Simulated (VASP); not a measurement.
Wanted: the native input for a VASP 6.6.1 run.

- Task: single point
- Functional: LDA
- Potentials or basis: VASP PAW LDA potentials, release 64 (C)
- Cutoff: 520 eV
- k mesh: 12 × 12 × 4
- Occupations: gaussian, width 0.05 eV
- Spin: no spin polarisation
- Dipole correction: no
- Further INCAR settings: ALGO = Normal; EDIFF = 1e-06; NBANDS = 26

The structure of C lies in POSCAR:

```
C
1.0
    2.5767618147      0.0000000000      0.0000000000
   -1.2883809073      2.2315411910      0.0000000000
    0.0000000000      0.0000000000      7.6392674604
C
8
Direct
    0.0000000000      0.0000000000      0.0929365318
    0.0000000000      0.0000000000      0.5929365318
    0.0000000000      0.0000000000      0.4070634682
    0.0000000000      0.0000000000      0.9070634682
    0.3333333333      0.6666666667      0.1555443640
    0.6666666667      0.3333333333      0.6555443640
    0.3333333333      0.6666666667      0.3444556360
    0.6666666667      0.3333333333      0.8444556360
```

One way to write it, as run:

INCAR

```
ALGO     = Normal         # electronic algorithm
EDIFF    = 1E-6           # SCF threshold, eV
ENCUT    = 520            # plane-wave cutoff, eV
GGA      = CA             # functional
ISIF     = 2              # what is computed and relaxed
ISMEAR   = 0              # smearing method
LASPH    = T              # aspherical terms in the spheres
LCHARG   = T              # write CHGCAR
LELF     = T              # ELF
LREAL    = F              # projectors in reciprocal space
LVHAR    = T            
LWAVE    = F              # write WAVECAR
NBANDS   = 26             # bands
NELM     = 100            # most SCF steps
PREC     = Accurate       # precision mode
SIGMA    = 0.05           # smearing width, eV
```

KPOINTS

```
k-points
0
Gamma
  12 12 4
```

Potentials or basis: VASP PAW LDA potentials, release 64 (C).

Command:

```bash
$ cat potpaw_LDA.64/C/POTCAR > POTCAR
$ mpirun -np 1 vasp_std > vasp.out
```

Results of the run:

| Item | Value |
| --- | --- |
| Pressure | 11.4 GPa |
| Largest force | 1.284 eV/Å |
| Band gap on the k mesh | 3.02 eV (least direct gap 3.97 eV) |

Caveat: the stress differs along the axes, from -39 to 112 GPa; forces of over 1 eV/Å act on the atoms, so gaps and moduli don't describe the material at rest.

It took 31 s on 1 thread of Intel(R) Xeon(R) Platinum 8559C (Emerald Rapids), with other jobs on the host, peak memory 0.16 GiB.
